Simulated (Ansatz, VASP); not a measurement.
One calculation of B5Pt, two programs

```xyz
6
Lattice="5.0538 0.0000 0.0000 -2.5269 4.3768 0.0000 0.0000 0.0000 2.3886" Properties=species:S:1:pos:R:3 pbc="T T T"
B     2.5269    1.4589    1.1943
B     1.9003    0.0000    0.0000
B     1.5768    2.7310    0.0000
B    -0.9502    1.6457    0.0000
B     0.0000    2.9178    1.1943
Pt    0.0000    0.0000    1.1943
```

Change from the starting cell: species swapped into the Mg5Cu type (P-62m, No. 189).

Alike in both runs: task relaxation of cell and atoms; functional PBE; k mesh 6 × 6 × 8; occupations gaussian, width 0.1 eV; no spin polarisation.

|  | VASP | Ansatz |
| --- | --- | --- |
| version | VASP 6.6.1 | Ansatz 0.2.0 |
| potentials or method | VASP PAW PBE potentials, release 64 (B, Pt), cutoff 600 eV | scalar-relativistic, plane waves, PAW |
| valence electrons in the cell | 25 | 33 |

Ansatz gave:

| Quantity | Value |
| --- | --- |
| gap on the k mesh at the Fermi level, each at its own relaxed structure (eV) | none |
| relaxed volume (Å³/atom) | 8.93 |
| relaxed cell length with the largest relative difference (Å) | 2.345 |

**Question.** Which values does VASP return?

**Answer.** gap on the k mesh at the Fermi level, each at its own relaxed structure (eV): none; relaxed volume (Å³/atom): 8.93; relaxed cell length with the largest relative difference (Å): 2.343.

A gap of «none» marks a metal or a gap that the smearing closes. VASP's potentials hold 25 valence electrons a cell and Ansatz's 33, so a difference there can come from the potentials and not from the codes.

Neither program's run includes spin-orbit coupling.
